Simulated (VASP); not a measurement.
NaH: single point with r2SCAN

The system is NaH.

```
Na H
1.0
     0.00000    2.59692    2.57511
     2.59692    0.00000    2.57511
     2.59692    2.59692    0.00000
Na H
1 1
Direct
  0.00000 0.00000 0.00000
  0.25000 0.25000 0.25000
```

This cell differs from its parent crystal: uniaxial z strain -0.8%.

```
Program                : VASP 6.6.1
Task                   : single point
Functional             : r2SCAN
Potentials or basis    : VASP PAW PBE potentials, release 64 (Na_pv, H)
Cutoff                 : 520 eV
k mesh                 : 8 × 8 × 8
Occupations            : gaussian, width 0.01 eV
Spin                   : no spin polarisation
Dipole correction      : no
Further INCAR settings : ALGO = Normal; EDIFF = 1e-06; NBANDS = 11
```

- Pressure: 0.0 GPa
- Band gap on the k mesh: 4.05 eV (least direct gap 4.76 eV)

Levels at points of the mesh, in eV from the valence-band top:
```tsv
k point	band 2	band 3	band 4	band 5	band 6	band 7
(0.00, 0.00, 0.00)	-22.77	-22.77	-2.82	8.89	13.85	13.85
(0.50, 0.00, 0.00)	-22.77	-22.77	-0.70	4.05	11.59	13.13
(0.50, 0.50, 0.00)	-22.78	-22.78	-0.06	5.61	7.90	10.34
(0.50, 0.00, 0.50)	-22.79	-22.78	-0.09	5.53	7.93	10.43
```

Run time: 37 s on 1 thread of Intel(R) Xeon(R) 6975P-C (Granite Rapids) (shared host), peak memory 0.16 GiB.

Caveat: the cell differs from its parent crystal (uniaxial z strain -0.8%); the PAW data sets were made with another functional, which shifts forces and pressure a little. A k mesh can miss the band edges.
